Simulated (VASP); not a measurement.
## As3P2: single point with PBE

Crystal: As3P2.

```
CELL_PARAMETERS angstrom
1.85398 1.07039 7.63557
-1.85398 1.07039 7.63557
0.00000 -2.14079 7.63557
ATOMIC_POSITIONS crystal
P 0.39918 0.39918 0.39918
P 0.60082 0.60082 0.60082
As 0.00000 0.00000 0.00000
As 0.20417 0.20417 0.20417
As 0.79583 0.79583 0.79583
```

| Quantity | Value |
| --- | --- |
| Program | VASP 6.6.1 |
| Task | single point |
| Functional | PBE |
| Potentials or basis | VASP PAW PBE potentials, release 64 (P, As) |
| Cutoff | 520 eV |
| k mesh | 12 × 12 × 12 |
| Occupations | gaussian, width 0.1 eV |
| Spin | no spin polarisation |

- Pressure: 0.1 GPa
- Band gap on the k mesh: zero (an odd number of electrons rules out a gap without spin polarisation)

Forces on the atoms (eV/Å):
```
P    0.000  0.000 -0.002
P    0.000  0.000  0.002
As   0.000  0.000  0.000
As   0.000  0.000 -0.002
As   0.000  0.000  0.002
```

Levels at points of the mesh, in eV from the Fermi level:
| k point | band 11 | band 12 | band 13 | band 14 | band 15 | band 16 |
| --- | --- | --- | --- | --- | --- | --- |
| (0.00, 0.00, 0.00) | -0.59 | -0.19 | -0.19 | 0.09 | 0.09 | 1.10 |
| (0.50, 0.00, 0.00) | -2.93 | -2.42 | 0.45 | 0.80 | 1.68 | 1.68 |
| (0.50, 0.50, 0.00) | -1.81 | -1.44 | -1.43 | 1.91 | 2.00 | 2.16 |
| (0.50, 0.50, 0.50) | -1.14 | -1.14 | 0.05 | 0.30 | 2.06 | 2.06 |

Run time: 11 min on 1 thread of Intel(R) Xeon(R) 6975P-C (Granite Rapids) (shared host), peak memory 0.65 GiB.
